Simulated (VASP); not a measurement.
Here is a VASP 6.6.1 calculation.

POSCAR

```
PbS
1.0
    0.0000000000      2.9274880227      2.9274880227
    2.9274880227      0.0000000000      2.9274880227
    2.9274880227      2.9274880227      0.0000000000
Pb S
1 1
Direct
    0.0000000000      0.0000000000      0.0000000000
    0.5000000000      0.5000000000      0.5000000000
```

The input INCAR.step1:

```
  PREC = Accurate
  ENCUT = 520
  ISMEAR = -1
  SIGMA = 0.02
  LREAL = False
  LASPH = True
  NELM = 150
  MAGMOM = 0 0 0 0 0 0
  LSORBIT = True
  GGA_COMPAT = False
  NBANDS = 32
  GGA = PE
  ALGO = Normal
  EDIFF = 1E-4
  LWAVE = True
  LCHARG = False
```

The input INCAR.step2:

```
  PREC = Accurate
  ENCUT = 520
  EDIFF = 1E-7
  ISMEAR = -1
  SIGMA = 0.02
  LREAL = False
  LASPH = True
  NELM = 150
  ALGO = Normal
  ISIF = 2
  LWAVE = False
  LCHARG = False
  MAGMOM = 0 0 0 0 0 0
  LORBIT = 11
  LSORBIT = True
  GGA_COMPAT = False
  LORBMOM = True
  METAGGA = R2SCAN
  LMIXTAU = True
  NBANDS = 32
  ISTART = 1
```

Contents of KPOINTS:

```
Automatic mesh
0
Gamma
  8 8 8
```

Potentials or basis: VASP PAW PBE potentials, release 64 (Pb_d, S).

Launch:

```sh
$ cat potpaw_PBE.64/Pb_d/POTCAR potpaw_PBE.64/S/POTCAR > POTCAR
$ cp INCAR.step1 INCAR
$ mpirun -np 1 vasp_ncl > vasp.out
$ cp INCAR.step2 INCAR
$ mpirun -np 1 vasp_ncl > vasp.out
```

Task: Predict the net moment.

Result: 0.00 μB per cell.

Task: What does it give for the pressure?

Result: 3.6 GPa.

Moments on the atoms (μB; x, y, z):
```
Pb  0.00 0.00 0.00
S   0.00 0.00 0.00
```

Caveat: the cell differs from its parent crystal (strain -2.0%); the cell stands under pressure; the PAW data sets were made with another functional, which shifts forces and pressure a little.
